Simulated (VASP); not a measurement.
# Ge in VASP: notebook

Runs on Ge. Level: PBE+D3(BJ). Tasks: single point.

Program: VASP 6.6.1. These are calculated values, not measurements. Logs are shortened: lines on timing, memory, paths and dates and some standing lists are left out, and cuts for length are marked.

**1. The cell of the first run**

The cell holds a slab with vacuum, 4 atoms: a = 4.023 Å, b = 4.023 Å, c = 18.869 Å, α = 90.00°, β = 90.00°, γ = 120.00°.

**2. Single point, PBE+D3(BJ)**

File INCAR:

```
PREC     = Accurate       # precision mode
ENCUT    = 520            # plane-wave cutoff, eV
EDIFF    = 1E-6           # SCF threshold, eV
ISMEAR   = 0              # smearing method
SIGMA    = 0.1            # smearing width, eV
LREAL    = False          # projectors in reciprocal space
LASPH    = True           # aspherical terms in the spheres
NELM     = 100            # most SCF steps
ALGO     = Normal         # electronic algorithm
ISIF     = 2              # what is computed and relaxed
LWAVE    = False          # write WAVECAR
LCHARG   = False          # write CHGCAR
LDIPOL   = True         
IDIPOL   = 3            
DIPOL    = 0.5 0.5 0.389
GGA      = PE             # functional
IVDW     = 12             # dispersion correction
NBANDS   = 36             # bands
```

File KPOINTS:

```
regular mesh
0
Gamma
  9 9 1
```

File POSCAR:

```
Ge
1.0
    4.0226895460      0.0000000000      0.0000000000
   -2.0113447730      3.4837513384      0.0000000000
    0.0000000000      0.0000000000     18.8685220369
Ge
4
Direct
    0.3333333333      0.6666666667      0.2747571330
    0.6666666667      0.3333333333      0.2384924474
    0.6666666667      0.3333333333      0.5389146016
    1.0000000000      0.0000000000      0.5026499161
```

Potentials or basis: VASP PAW PBE potentials, release 64 (Ge_d).

On the command line:

```
$ cat potpaw_PBE.64/Ge_d/POTCAR > POTCAR
$ mpirun -np 1 vasp_std > vasp.out
```

OUTCAR:

```text
PREC = Accurate
   ENCUT = 520
   EDIFF = 1E-6
   ISMEAR = 0
   LREAL = False
   LASPH = True
   NELM = 100
   ISIF = 2
   GGA = PE
   IVDW = 12
 IVDW          = 12

 ion  position               nearest neighbor table
   1  0.333  0.667  0.275-   2 2.42   2 2.42   2 2.42
   2  0.667  0.333  0.238-   1 2.42   1 2.42   1 2.42
   3  0.667  0.333  0.539-   4 2.42   4 2.42   4 2.42
   4  0.000  0.000  0.503-   3 2.42   3 2.42   3 2.42

  LATTYP: Found a hexagonal cell.
 ALAT       =     4.0226895460
 C/A-ratio  =     4.6905240440

  Lattice vectors:

 A1 = (   4.0226895460,   0.0000000000,   0.0000000000)
 A2 = (  -2.0113447730,   3.4837513384,   0.0000000000)
 A3 = (   0.0000000000,   0.0000000000,  18.8685220369)

Analysis of symmetry for initial positions (statically):
=====================================================================
 Subroutine PRICEL returns:
 Original cell was already a primitive cell.

 Routine SETGRP: Setting up the symmetry group for a
 hexagonal supercell.

 Subroutine GETGRP returns: Found 12 space group operations
 (whereof  6 operations were pure point group operations)
 out of a pool of 24 trial point group operations.

The static configuration has the point symmetry C_3v.
 The point group associated with its full space group is D_3d.

Analysis of symmetry for dynamics (positions and initial velocities):
=====================================================================
 Subroutine PRICEL returns:
 Original cell was already a primitive cell.

 Routine SETGRP: Setting up the symmetry group for a
 hexagonal supercell.

 Subroutine GETGRP returns: Found 12 space group operations
 (whereof  6 operations were pure point group operations)
 out of a pool of 24 trial point group operations.

The dynamic configuration has the point symmetry C_3v.
 The point group associated with its full space group is D_3d.

 Subroutine INISYM returns: Found 12 space group operations
 (whereof  6 operations are pure point group operations),
 and found     1 'primitive' translations

----------------------------------------------------------------------------------------

                                     Primitive cell

  volume of cell :     264.4244

  direct lattice vectors                    reciprocal lattice vectors
     4.022689546  0.000000000  0.000000000     0.248589902  0.143523447  0.000000000
    -2.011344773  3.483751338  0.000000000     0.000000000  0.287046894  0.000000000
     0.000000000  0.000000000 18.868522037     0.000000000  0.000000000  0.052998322

  length of vectors
     4.022689546  4.022689546 18.868522037     0.287046894  0.287046894  0.052998322

  position of ions in fractional coordinates (direct lattice)
     0.333333333  0.666666667  0.274757133
     0.666666667  0.333333333  0.238492447
     0.666666667  0.333333333  0.538914602
     0.000000000  0.000000000  0.502649916

  ion indices of the primitive-cell ions
   primitive index   ion index
                 1           1
                 2           2
                 3           3
                 4           4

----------------------------------------------------------------------------------------

 KPOINTS: regular mesh

Automatic generation of k-mesh.
 Grid dimensions read from file:
 generate k-points for:    9    9    1

 Generating k-lattice:

  Cartesian coordinates                     Fractional coordinates (reciprocal lattice)
     0.027621100  0.015947050  0.000000000     0.111111111  0.000000000  0.000000000
     0.000000000  0.031894099  0.000000000     0.000000000  0.111111111  0.000000000
     0.000000000  0.000000000  0.052998322     0.000000000  0.000000000  1.000000000

  Length of vectors
     0.031894099  0.031894099  0.052998322

  Shift w.r.t. Gamma in fractional coordinates (k-lattice)
     0.000000000  0.000000000  0.000000000

 Subroutine IBZKPT returns following result:
 ===========================================

 Found     12 irreducible k-points:

 Following reciprocal coordinates:
            Coordinates               Weight
  0.000000  0.000000  0.000000      1.000000
  0.111111  0.000000  0.000000      6.000000
  0.222222  0.000000  0.000000      6.000000
  0.333333  0.000000  0.000000      6.000000
  0.444444  0.000000  0.000000      6.000000
  0.111111  0.111111  0.000000      6.000000
  0.222222  0.111111  0.000000     12.000000
  0.333333  0.111111  0.000000     12.000000
  0.444444  0.111111  0.000000      6.000000
  0.222222  0.222222  0.000000      6.000000
  0.333333  0.222222  0.000000     12.000000
  0.333333  0.333333  0.000000      2.000000
   k-points           NKPTS =     12   k-points in BZ     NKDIM =     12   number of bands    NBANDS=     36
   number of dos      NEDOS =    301   number of ions     NIONS =      4
   total plane-waves  NPLWV = 126000
   dimension x,y,z NGX =    30 NGY =   30 NGZ =  140
   dimension x,y,z NGXF=    60 NGYF=   60 NGZF=  280
   ions per type =               4
   NGX,Y,Z   is equivalent  to a cutoff of  12.40, 12.40, 12.34 a.u.
   NGXF,Y,Z  is equivalent  to a cutoff of  24.80, 24.80, 24.67 a.u.
 SYSTEM =  unknown system
   PREC   = accura    normal or accurate (medium, high low for compatibility)
   ISTART =      0    job   : 0-new  1-cont  2-samecut
   ICHARG =      2    charge: 1-file 2-atom 10-const
   ISPIN  =      1    spin polarized calculation?
   LNONCOLLINEAR =      F non collinear calculations
   LSORBIT =      F    spin-orbit coupling
   LASPH  =      T    aspherical Exc in radial PAW
   ENCUT  =  520.0 eV  38.22 Ry    6.18 a.u.   7.48  7.48 35.08*2*pi/ulx,y,z
   NELM   =    100;   NELMIN=  2; NELMDL= -5     # of ELM steps
   EDIFF  = 0.1E-05   stopping-criterion for ELM
   LREAL  =      F    real-space projection
   EDIFFG = 0.1E-04   stopping-criterion for IOM
   NSW    =      0    number of steps for IOM
   IBRION =     -1    ionic relax: 0-MD 1-quasi-New 2-CG
   NFREE  =      0    steps in history (QN), initial steepest desc. (CG)
   ISIF   =      2    stress and relaxation
   ISYM   =      2    0-nonsym 1-usesym 2-fastsym
   POTIM  = 0.5000    time-step for ionic-motion
   TEBEG  =    0.0;   TEEND  =   0.0 temperature during run
   PSTRESS=    0.0 pullay stress
   NELECT =      56.0000    total number of electrons
   NUPDOWN=      -1.0000    fix difference up-down
   EMIN   =  10.00;   EMAX   =-10.00  energy-range for DOS
   EFERMI =   0.00;   METHOD = LEGACY
   ISMEAR =     0;   SIGMA  =   0.10  broadening in eV -4-tet -1-fermi 0-gaus
   EFERMI_NEDOS =   21; number of points for ismear=-14 and -15
   IALGO  =     38    algorithm
   IMIX   =      4    mixing-type and parameters
     AMIX     =   0.40;   BMIX     =  1.00
     AMIX_MAG =   1.60;   BMIX_MAG =  1.00
  volume/ion in A,a.u.               =      66.11       446.11
  Fermi-wavevector in a.u.,A,eV,Ry     =   0.975821  1.844035 12.955840  0.952227
  Thomas-Fermi vector in A             =   2.106391
   LORBIT       =      0    0 simple, 1 ext, 2 COOP (PROOUT), +10 PAW based schemes
   GGA     = PE    functional components
   LHFCALC =     F    Hartree Fock is set to
   AEXX    =    0.0000 exact exchange contribution
   IVDW    =    12    specifies the selected vdW correction
   LEPSILON=     F    determine dielectric tensor
   LRPA    =     F    only Hartree local field effects (RPA)
 non-spin polarized calculation
 Gauss-broadening in eV      SIGMA  =   0.10
  energy-cutoff  :      520.00
  volume of cell :      264.42
 maximum number of plane-waves:      7165
 NGX is ok and might be reduce to    30
   NGX = 15   NGY = 15   NGZ = 71

 dipolmoment           0.000000      0.000000      0.000185 electrons x Angstroem

 number of electron      56.0000007 magnetization

 dipolmoment           0.000000      0.000000     -0.000006 electrons x Angstroem

 Free energy of the ion-electron system (eV)
  ---------------------------------------------------
  ext. energy  EPLUGINS =         0.00000000
  ---------------------------------------------------
  free energy    TOTEN  =       -16.16611609 eV

  energy without entropy =      -16.16254717  energy(sigma->0) =      -16.16433163

 E-fermi :  -1.3489     XC(G=0):  -4.4688

 val. band max:       -1.3514802081   @ k =   0.3333   0.3333   0.0000
 cond. band min:      -1.2265981722   @ k =   0.3333   0.3333   0.0000
 fundamental gap:      0.1248820360
 Fermi energy:        -1.3489222597

 k-point     1 :       0.0000    0.0000    0.0000
  band No.  band energies     occupation
      1     -25.8442      2.00000
      2     -25.8442      2.00000
      3     -25.8442      2.00000
      4     -25.8442      2.00000
      5     -25.7939      2.00000
      6     -25.7939      2.00000
[... 28 lines left out ...]
     35       2.6081      0.00000
     36       2.6081      0.00000

 k-point     2 :       0.1111    0.0000    0.0000
  band No.  band energies     occupation
      1     -25.8507      2.00000
      2     -25.8507      2.00000
      3     -25.8489      2.00000
      4     -25.8489      2.00000
      5     -25.8060      2.00000
      6     -25.8059      2.00000
[... 28 lines left out ...]
     35       3.0383      0.00000
     36       3.0781      0.00000

 k-point     3 :       0.2222    0.0000    0.0000
  band No.  band energies     occupation
      1     -25.8604      2.00000
      2     -25.8603      2.00000
      3     -25.8568      2.00000
      4     -25.8567      2.00000
      5     -25.8187      2.00000
      6     -25.8186      2.00000
[... 28 lines left out ...]
     35       3.6716      0.00000
     36       4.1517      0.00000
[... 274 lines left out ...]
 k-point    11 :       0.3333    0.2222    0.0000
  band No.  band energies     occupation
      1     -25.8832      2.00000
      2     -25.8832      2.00000
      3     -25.8539      2.00000
      4     -25.8539      2.00000
      5     -25.8464      2.00000
      6     -25.8464      2.00000
[... 28 lines left out ...]
     35       4.2734      0.00000
     36       5.1685      0.00000

 k-point    12 :       0.3333    0.3333    0.0000
  band No.  band energies     occupation
      1     -25.8880      2.00000
      2     -25.8880      2.00000
      3     -25.8510      2.00000
      4     -25.8510      2.00000
      5     -25.8500      2.00000
      6     -25.8500      2.00000
[... 28 lines left out ...]
     35       5.0115      0.00000
     36       5.0546      0.00000

------------------------ aborting loop because EDIFF is reached ----------------------------------------

 vacuum level on the upper side and lower side of the slab       (xc-potential included)        -0.183        -0.185

 Edisp (eV)   -0.75587

 E8    (eV) :    -0.3457

  FORCE on cell =-STRESS in cart. coord.  units (eV):
  Direction    XX          YY          ZZ          XY          YZ          ZX
  --------------------------------------------------------------------------------------
  -------------------------------------------------------------------------------------
  Total      -0.22534    -0.22534    -0.61792     0.00000    -0.00000     0.00000
  in kB      -1.36534    -1.36534    -3.74407     0.00000    -0.00000     0.00000
  external pressure =       -2.16 kB  Pullay stress =        0.00 kB

 VOLUME and BASIS-vectors are now :
 -----------------------------------------------------------------------------
  energy-cutoff  :      520.00
  volume of cell :      264.42
      direct lattice vectors                 reciprocal lattice vectors
     4.022689546  0.000000000  0.000000000     0.248589902  0.143523447  0.000000000
    -2.011344773  3.483751338  0.000000000     0.000000000  0.287046894  0.000000000
     0.000000000  0.000000000 18.868522037     0.000000000  0.000000000  0.052998322

 POSITION                                       TOTAL-FORCE (eV/Angst)
 -----------------------------------------------------------------------------------
     -0.00000      2.32250      5.18426         0.000000     -0.000000      0.093891
      2.01134      1.16125      4.50000         0.000000      0.000000      0.026980
      2.01134      1.16125     10.16852        -0.000000      0.000000     -0.026980
      0.00000      0.00000      9.48426        -0.000000      0.000000     -0.093891
 -----------------------------------------------------------------------------------
    total drift:                               -0.000001     -0.000001      0.000647

  FREE ENERGIE OF THE ION-ELECTRON SYSTEM (eV)
  ---------------------------------------------------
  free  energy   TOTEN  =       -16.9219865219 eV

  energy  without entropy=      -16.9184176009  energy(sigma->0) =      -16.92020206

 vacuum level on the upper side and lower side of the slab         3.019         3.020
```

Wall time 85 s (1 thread of Intel Xeon 6975P-C (Granite Rapids), shared host); peak memory 0.38 GiB.

What came out:

```yaml
Free_energy: -16.9220 eV
Largest_force: 0.094 eV/Å
Band_gap_on_the_k_mesh: zero (filled and empty bands touch)
Dispersion_energy_per_atom: -0.189 eV
```

Forces on the atoms (eV/Å):
```
Ge   0.000  0.000  0.094
Ge   0.000  0.000  0.027
Ge   0.000  0.000 -0.027
Ge   0.000  0.000 -0.094
```

**3. Single point, PBE+D3(BJ)**

File INCAR:

```
ALGO = Normal
DIPOL = 0.5 0.5 0.415
EDIFF = 1E-6
ENCUT = 520
GGA = PE
IDIPOL = 3
ISIF = 2
ISMEAR = 0
IVDW = 12
LASPH = T
LCHARG = T
LDIPOL = T
LELF = T
LREAL = F
LVACPOTAV = T
LVHAR = T
LWAVE = F
NBANDS = 36
NELM = 100
PREC = Accurate
SIGMA = 0.1
```

File KPOINTS:

```
k-points
0
Gamma
  9 9 1
```

Edit POSCAR of step 2 so:

```diff
@@ -10,3 +10,3 @@
     0.6666666667      0.3333333333      0.2384924474
-    0.6666666667      0.3333333333      0.5389146016
-    1.0000000000      0.0000000000      0.5026499161
+    0.6666666667      0.3333333333      0.5919129233
+    1.0000000000      0.0000000000      0.5556482377
```

Potentials or basis: VASP PAW PBE potentials, release 64 (Ge_d).

On the command line:

```
$ cat potpaw_PBE.64/Ge_d/POTCAR > POTCAR
$ mpirun -np 1 vasp_std > vasp.out
```

It took 83 s on 1 thread of Intel Xeon 6975P-C (Granite Rapids), shared host; peak memory 0.39 GiB.

Results (log left out):

```
Free energy                : -16.8384 eV
Largest force              : 0.042 eV/Å
Band gap on the k mesh     : zero (filled and empty bands touch)
Dispersion energy per atom : -0.172 eV
```

Forces on the atoms (eV/Å):
```
Ge   0.000  0.000  0.042
Ge   0.000  0.000  0.011
Ge   0.000  0.000 -0.011
Ge   0.000  0.000 -0.042
```

Levels at points of the mesh, in eV from the Fermi level:
| k point | band 25 | band 26 | band 27 | band 28 | band 29 | band 30 | band 31 | band 32 |
| --- | --- | --- | --- | --- | --- | --- | --- | --- |
| (0.00, 0.00, 0.00) | -0.44 | -0.44 | -0.44 | -0.44 | 0.55 | 0.61 | 2.02 | 2.78 |
